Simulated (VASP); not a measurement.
# Tl (Fd-3m) in VASP: single point with LDA

Aim: the single point of Tl with LDA.

Program: VASP 6.6.1. These are calculated values, not measurements. Logs are shortened: lines on timing, memory, paths and dates and some standing lists are left out, and cuts for length are marked.

### Step 1. The cell of the first run

It takes space group Fd-3m (No. 227, cubic). Conventional cell: a = 6.753 Å, b = 6.753 Å, c = 6.753 Å, α = 90.00°, β = 90.00°, γ = 90.00°. Within 3.9 Å of Tl (site symmetry -43m) lie 4 Tl at 2.92 Å.

This isn't the form of Tl at room conditions, which is hcp.

### Step 2. Single point, LDA

File INCAR:

```
ALGO = Normal
EDIFF = 1E-6
ENCUT = 520
GGA = CA
ISIF = 2
ISMEAR = -1
LASPH = True
LCHARG = False
LREAL = False
LWAVE = False
NBANDS = 20
NELM = 60
PREC = Accurate
SIGMA = 0.13605693000000002
```

File KPOINTS:

```
k-points
0
Gamma
  8 8 8
```

File POSCAR:

```
Tl
1.0
    0.0000000000      3.3766567083      3.3766567083
    3.3766567083      0.0000000000      3.3766567083
    3.3766567083      3.3766567083      0.0000000000
Tl
2
Direct
    0.0000000000      0.0000000000      0.0000000000
    0.2500000000      0.2500000000      0.2500000000
```

Potentials or basis: VASP PAW LDA potentials, release 64 (Tl_d).

Started as:

```console
$ cat potpaw_LDA.64/Tl_d/POTCAR > POTCAR
$ mpirun -np 1 vasp_std > vasp.out
```

OUTCAR:

```text
EDIFF = 1E-6
   ENCUT = 520
   GGA = CA
   ISIF = 2
   ISMEAR = -1
   LASPH = True
   LREAL = False
   NELM = 60
   PREC = Accurate

 ion  position               nearest neighbor table
   1  0.000  0.000  0.000-   2 2.92   2 2.92   2 2.92   2 2.92
   2  0.250  0.250  0.250-   1 2.92   1 2.92   1 2.92   1 2.92

  LATTYP: Found a face centered cubic cell.
 ALAT       =     6.7533134166

  Lattice vectors:

 A1 = (   0.0000000000,   3.3766567083,   3.3766567083)
 A2 = (   3.3766567083,   0.0000000000,   3.3766567083)
 A3 = (   3.3766567083,   3.3766567083,   0.0000000000)

Analysis of symmetry for initial positions (statically):
=====================================================================
 Subroutine PRICEL returns:
 Original cell was already a primitive cell.

 Routine SETGRP: Setting up the symmetry group for a
 face centered cubic supercell.

 Subroutine GETGRP returns: Found 48 space group operations
 (whereof 24 operations were pure point group operations)
 out of a pool of 48 trial point group operations.

The static configuration has the point symmetry T_d .
 The point group associated with its full space group is O_h .

Analysis of symmetry for dynamics (positions and initial velocities):
=====================================================================
 Subroutine PRICEL returns:
 Original cell was already a primitive cell.

 Routine SETGRP: Setting up the symmetry group for a
 face centered cubic supercell.

 Subroutine GETGRP returns: Found 48 space group operations
 (whereof 24 operations were pure point group operations)
 out of a pool of 48 trial point group operations.

The dynamic configuration has the point symmetry T_d .
 The point group associated with its full space group is O_h .

 Subroutine INISYM returns: Found 48 space group operations
 (whereof 24 operations are pure point group operations),
 and found     1 'primitive' translations

----------------------------------------------------------------------------------------

                                     Primitive cell

  volume of cell :      77.0000

  direct lattice vectors                    reciprocal lattice vectors
     0.000000000  3.376656708  3.376656708    -0.148075461  0.148075461  0.148075461
     3.376656708  0.000000000  3.376656708     0.148075461 -0.148075461  0.148075461
     3.376656708  3.376656708  0.000000000     0.148075461  0.148075461 -0.148075461

  length of vectors
     4.775313712  4.775313712  4.775313712     0.256474222  0.256474222  0.256474222

  position of ions in fractional coordinates (direct lattice)
     0.000000000  0.000000000  0.000000000
     0.250000000  0.250000000  0.250000000

  ion indices of the primitive-cell ions
   primitive index   ion index
                 1           1
                 2           2

----------------------------------------------------------------------------------------

 KPOINTS: k-points

Automatic generation of k-mesh.
 Grid dimensions read from file:
 generate k-points for:    8    8    8

 Generating k-lattice:

  Cartesian coordinates                     Fractional coordinates (reciprocal lattice)
    -0.018509433  0.018509433  0.018509433     0.125000000  0.000000000  0.000000000
     0.018509433 -0.018509433  0.018509433     0.000000000  0.125000000  0.000000000
     0.018509433  0.018509433 -0.018509433     0.000000000  0.000000000  0.125000000

  Length of vectors
     0.032059278  0.032059278  0.032059278

  Shift w.r.t. Gamma in fractional coordinates (k-lattice)
     0.000000000  0.000000000  0.000000000

 Subroutine IBZKPT returns following result:
 ===========================================

 Found     29 irreducible k-points:

 Following reciprocal coordinates:
            Coordinates               Weight
  0.000000  0.000000  0.000000      1.000000
  0.125000  0.000000  0.000000      8.000000
  0.250000  0.000000  0.000000      8.000000
  0.375000  0.000000  0.000000      8.000000
  0.500000  0.000000  0.000000      4.000000
  0.125000  0.125000  0.000000      6.000000
[... 16 lines left out ...]
  0.500000  0.250000  0.125000     48.000000
 -0.375000  0.250000  0.125000     24.000000
 [... further k-points ...]
   k-points           NKPTS =     29   k-points in BZ     NKDIM =     29   number of bands    NBANDS=     20
   number of dos      NEDOS =    301   number of ions     NIONS =      2
   total plane-waves  NPLWV =  46656
   dimension x,y,z NGX =    36 NGY =   36 NGZ =   36
   dimension x,y,z NGXF=    72 NGYF=   72 NGZF=   72
   ions per type =               2
   NGX,Y,Z   is equivalent  to a cutoff of  12.53, 12.53, 12.53 a.u.
   NGXF,Y,Z  is equivalent  to a cutoff of  25.07, 25.07, 25.07 a.u.
 SYSTEM =  unknown system
   PREC   = accura    normal or accurate (medium, high low for compatibility)
   ISTART =      0    job   : 0-new  1-cont  2-samecut
   ICHARG =      2    charge: 1-file 2-atom 10-const
   ISPIN  =      1    spin polarized calculation?
   LNONCOLLINEAR =      F non collinear calculations
   LSORBIT =      F    spin-orbit coupling
   LASPH  =      T    aspherical Exc in radial PAW
   ENCUT  =  520.0 eV  38.22 Ry    6.18 a.u.   8.88  8.88  8.88*2*pi/ulx,y,z
   NELM   =     60;   NELMIN=  2; NELMDL= -5     # of ELM steps
   EDIFF  = 0.1E-05   stopping-criterion for ELM
   LREAL  =      F    real-space projection
   EDIFFG = 0.1E-04   stopping-criterion for IOM
   NSW    =      0    number of steps for IOM
   IBRION =     -1    ionic relax: 0-MD 1-quasi-New 2-CG
   NFREE  =      0    steps in history (QN), initial steepest desc. (CG)
   ISIF   =      2    stress and relaxation
   ISYM   =      2    0-nonsym 1-usesym 2-fastsym
   POTIM  = 0.5000    time-step for ionic-motion
   TEBEG  =    0.0;   TEEND  =   0.0 temperature during run
   PSTRESS=    0.0 pullay stress
   NELECT =      26.0000    total number of electrons
   NUPDOWN=      -1.0000    fix difference up-down
   EMIN   =  10.00;   EMAX   =-10.00  energy-range for DOS
   EFERMI =   0.00;   METHOD = LEGACY
   ISMEAR =    -1;   SIGMA  =   0.14  broadening in eV -4-tet -1-fermi 0-gaus
   EFERMI_NEDOS =   21; number of points for ismear=-14 and -15
   IALGO  =     38    algorithm
   IMIX   =      4    mixing-type and parameters
     AMIX     =   0.40;   BMIX     =  1.00
     AMIX_MAG =   1.60;   BMIX_MAG =  1.00
  volume/ion in A,a.u.               =      38.50       259.81
  Fermi-wavevector in a.u.,A,eV,Ry     =   1.139993  2.154275 17.681930  1.299585
  Thomas-Fermi vector in A             =   2.276696
   LORBIT       =      0    0 simple, 1 ext, 2 COOP (PROOUT), +10 PAW based schemes
   GGA     = CA    functional components
   LHFCALC =     F    Hartree Fock is set to
   AEXX    =    0.0000 exact exchange contribution
   IVDW    =     0    specifies the selected vdW correction
   LEPSILON=     F    determine dielectric tensor
   LRPA    =     F    only Hartree local field effects (RPA)
 non-spin polarized calculation
  energy-cutoff  :      520.00
  volume of cell :       77.00
 maximum number of plane-waves:      2120
   NGX = 17   NGY = 17   NGZ = 17

 number of electron      26.0000007 magnetization

 Free energy of the ion-electron system (eV)
  ---------------------------------------------------
  ext. energy  EPLUGINS =         0.00000000
  ---------------------------------------------------
  free energy    TOTEN  =        -5.01428201 eV

  energy without entropy =       -4.91720395  energy(sigma->0) =       -4.96574298

 E-fermi :   3.4001     XC(G=0):  -8.8316

 val. band max:        3.3933524629   @ k =  -0.2500   0.3750   0.1250
 cond. band min:       3.4372914894   @ k =  -0.2500   0.1250   0.0000
 fundamental gap:      0.0439390264
 Fermi energy:         3.4001359376

 k-point     1 :       0.0000    0.0000    0.0000
  band No.  band energies     occupation
      1      -8.5088      2.00000
      2      -8.5088      2.00000
      3      -8.5088      2.00000
      4      -8.4112      2.00000
      5      -8.4112      2.00000
      6      -7.7018      2.00000
[... 12 lines left out ...]
     19       8.6767      0.00000
     20      12.3508      0.00000

 k-point     2 :       0.1250    0.0000    0.0000
  band No.  band energies     occupation
      1      -8.5380      2.00000
      2      -8.5380      2.00000
      3      -8.5069      2.00000
      4      -8.3685      2.00000
      5      -8.3685      2.00000
      6      -7.7343      2.00000
[... 12 lines left out ...]
     19       9.9161      0.00000
     20      11.8415      0.00000

 k-point     3 :       0.2500    0.0000    0.0000
  band No.  band energies     occupation
      1      -8.5682      2.00000
      2      -8.5682      2.00000
      3      -8.5025      2.00000
      4      -8.3105      2.00000
      5      -8.3105      2.00000
      6      -7.8056      2.00000
[... 12 lines left out ...]
     19      10.3118      0.00000
     20      11.9361      0.00000

 k-point     4 :       0.3750    0.0000    0.0000
  band No.  band energies     occupation
      1      -8.5786      2.00000
      2      -8.5786      2.00000
      3      -8.4980      2.00000
      4      -8.2812      2.00000
      5      -8.2812      2.00000
      6      -7.8698      2.00000
[... 12 lines left out ...]
     19      11.1809      0.00000
     20      12.6969      0.00000

 k-point     5 :       0.5000    0.0000    0.0000
  band No.  band energies     occupation
      1      -8.5794      2.00000
      2      -8.5794      2.00000
      3      -8.4961      2.00000
      4      -8.2757      2.00000
      5      -8.2757      2.00000
      6      -7.8949      2.00000
[... 12 lines left out ...]
     19      13.1225      0.00000
     20      13.4147      0.00000
[... 353 lines left out ...]
      6      -7.9913      2.00000
[... 12 lines left out ...]
     19      13.8989      0.00000
     20      13.8989      0.00000

 k-point    22 :       0.3750    0.2500    0.1250
  band No.  band energies     occupation
      1      -8.6064      2.00000
      2      -8.5857      2.00000
      3      -8.4871      2.00000
      4      -8.2857      2.00000
      5      -8.1870      2.00000
      6      -8.0043      2.00000
[... 12 lines left out ...]
     19      11.7932      0.00000
     20      12.3142      0.00000

 k-point    23 :       0.5000    0.2500    0.1250
  band No.  band energies     occupation
      1      -8.6355      2.00000
      2      -8.6101      2.00000
      3      -8.4343      2.00000
      4      -8.2377      2.00000
      5      -8.1459      2.00000
      6      -8.0413      2.00000
[... 12 lines left out ...]
     19      12.3823      0.00000
     20      12.6818      0.00000

 k-point    24 :      -0.3750    0.2500    0.1250
  band No.  band energies     occupation
      1      -8.6516      2.00000
      2      -8.6127      2.00000
      3      -8.4102      2.00000
      4      -8.2034      2.00000
      5      -8.1528      2.00000
      6      -8.0429      2.00000
[... 12 lines left out ...]
     19      11.7661      0.00000
     20      12.6730      0.00000

 [... further k-points ...]

------------------------ aborting loop because EDIFF is reached ----------------------------------------

  FORCE on cell =-STRESS in cart. coord.  units (eV):
  Direction    XX          YY          ZZ          XY          YZ          ZX
  --------------------------------------------------------------------------------------
  -------------------------------------------------------------------------------------
  Total        0.0234614      0.0234614      0.0234614     -0.0000000      0.0000000      0.0000000
  in kB        0.4881732      0.4881732      0.4881732     -0.0000000      0.0000000      0.0000000
  external PRESSURE =       0.4881732 kB  Pullay stress =       0.0000000 kB

 VOLUME and BASIS-vectors are now :
 -----------------------------------------------------------------------------
  energy-cutoff  :      520.00
  volume of cell :       77.00
      direct lattice vectors                 reciprocal lattice vectors
     0.000000000  3.376656708  3.376656708    -0.148075461  0.148075461  0.148075461
     3.376656708  0.000000000  3.376656708     0.148075461 -0.148075461  0.148075461
     3.376656708  3.376656708  0.000000000     0.148075461  0.148075461 -0.148075461

 POSITION                                       TOTAL-FORCE (eV/Angst)
 -----------------------------------------------------------------------------------
      0.00000      0.00000      0.00000         0.000000      0.000000      0.000000
      1.68833      1.68833      1.68833        -0.000000     -0.000000     -0.000000
 -----------------------------------------------------------------------------------
    total drift:                                0.000000      0.000000      0.000000

  FREE ENERGIE OF THE ION-ELECTRON SYSTEM (eV)
  ---------------------------------------------------
  free  energy   TOTEN  =        -5.0142820145 eV

  energy  without entropy=       -4.9172039467  energy(sigma->0) =       -4.96574298
```

Run time: 37 s. Hardware: 1 thread of AMD EPYC 7R43 (Zen 3), shared host; peak memory 0.15 GiB.

Results:

```
Free energy            : -5.0143 eV
Pressure               : 0.0 GPa
Band gap on the k mesh : zero (bands 13 and 14 overlap by 3.66 eV)
```

Levels at points of the mesh, in eV from the Fermi level:
```tsv
k point	band 10	band 11	band 12	band 13	band 14	band 15	band 16	band 17
(0.00, 0.00, 0.00)	-10.97	-9.21	-0.31	2.65	2.65	2.65	4.33	4.33
(0.50, 0.00, 0.00)	-10.92	-7.41	-4.78	1.18	1.18	1.19	5.40	5.40
(0.50, 0.50, 0.00)	-10.87	-5.99	-5.99	-0.38	-0.38	2.49	2.49	9.77
```

Caveat: spin-orbit coupling is left out, which moves the levels of the heavy elements.
